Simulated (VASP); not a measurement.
KCl:

```
K Cl
1.0
     0.00000    3.14485    3.14485
     3.14485    0.00000    3.14485
     3.14485    3.14485    0.00000
K Cl
1 1
Direct
  0.00000 0.00000 0.00000
  0.50000 0.50000 0.50000
```

Base run:

| Quantity | Value |
| --- | --- |
| Program | VASP 6.6.1 |
| Functional | r2SCAN |
| Potentials or basis | VASP PAW PBE potentials, release 64 (K_sv, Cl) |
| Cutoff | 520 eV |
| k mesh | 8 × 8 × 8 |
| Occupations | gaussian, width 0.01 eV |
| Spin | no spin polarisation |

Its results: band gap on the k mesh 5.84 eV; pressure 0.0 GPa.

Question: The run is repeated on the same cell with these changes: functional from r2SCAN to PBE; k mesh from 8 × 8 × 8 to 4 × 4 × 4. What comes out?

Answer: Band gap on the k mesh 5.19 eV; pressure 0.8 GPa.

Several settings changed at once.

Caveats: some runs use coarse meshes; the PAW data sets were made with another functional, which shifts forces and pressure a little (at least some runs).

A k mesh can miss the band edges.
